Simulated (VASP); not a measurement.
Write the native input for VASP 6.6.1 that does the following.

```
Task                   : single point
Functional             : r2SCAN
Potentials or basis    : VASP PAW PBE potentials, release 64 (Hf_pv, N)
Cutoff                 : 520 eV
k mesh                 : 6 × 6 × 6
Occupations            : methfessel-paxton, width 0.05 eV
Spin                   : no spin polarisation
Dipole correction      : no
Further INCAR settings : ALGO = Normal; EDIFF = 1e-07; NBANDS = 14
```

HfN:

```
Hf N
1.0
     3.36541    0.00000    0.00000
     1.68270    2.91453    0.00000
     1.68270    0.97151    2.74784
Hf N
1 1
Cartesian
  0.0000 0.0000 0.0000
  5.0481 2.9145 2.0609
```

These files were run (other wordings do the same):

POSCAR

```
HfN
1.0
    3.3654058963      0.0000000000      0.0000000000
    1.6827029482      2.9145270003      0.0000000000
    1.6827029482      0.9715090001      2.7478424078
Hf N
1 1
Direct
    0.0000000000      0.0000000000      0.0000000000
    0.7500000000      0.7500000000      0.7500000000
```

INCAR.step1

```
SYSTEM = HfN
PREC = Accurate
ENCUT = 520
ISMEAR = 1
SIGMA = 0.05
LREAL = .False.
LASPH = .True.
NELM = 60
NBANDS = 14
GGA = PE
ALGO = Normal
EDIFF = 1E-4
LWAVE = .True.
LCHARG = .False.
```

INCAR.step2

```
SYSTEM = HfN
PREC = Accurate
ENCUT = 520
EDIFF = 1E-7
ISMEAR = 1
SIGMA = 0.05
LREAL = .False.
LASPH = .True.
NELM = 60
ALGO = Normal
ISIF = 2
LWAVE = .False.
LCHARG = .False.
METAGGA = R2SCAN
LMIXTAU = .True.
NBANDS = 14
ISTART = 1
```

KPOINTS

```
Automatic mesh
0
Gamma
  6 6 6
  0 0 0
```

Potentials or basis: VASP PAW PBE potentials, release 64 (Hf_pv, N).

The run is started by

```bash
$ cat potpaw_PBE.64/Hf_pv/POTCAR potpaw_PBE.64/N/POTCAR > POTCAR
$ cp INCAR.step1 INCAR
$ mpirun -np 1 vasp_std > vasp.out
$ cp INCAR.step2 INCAR
$ mpirun -np 1 vasp_std > vasp.out
```

Results of the run:

| Quantity | Value |
| --- | --- |
| Pressure | 18.6 GPa |

Caveat: the k points lie up to 0.38 Å⁻¹ apart; the PAW data sets were made with another functional, which shifts forces and pressure a little.

It took 33 s on 1 thread of AMD EPYC 7R13, with other jobs on the host, peak memory 0.17 GiB.
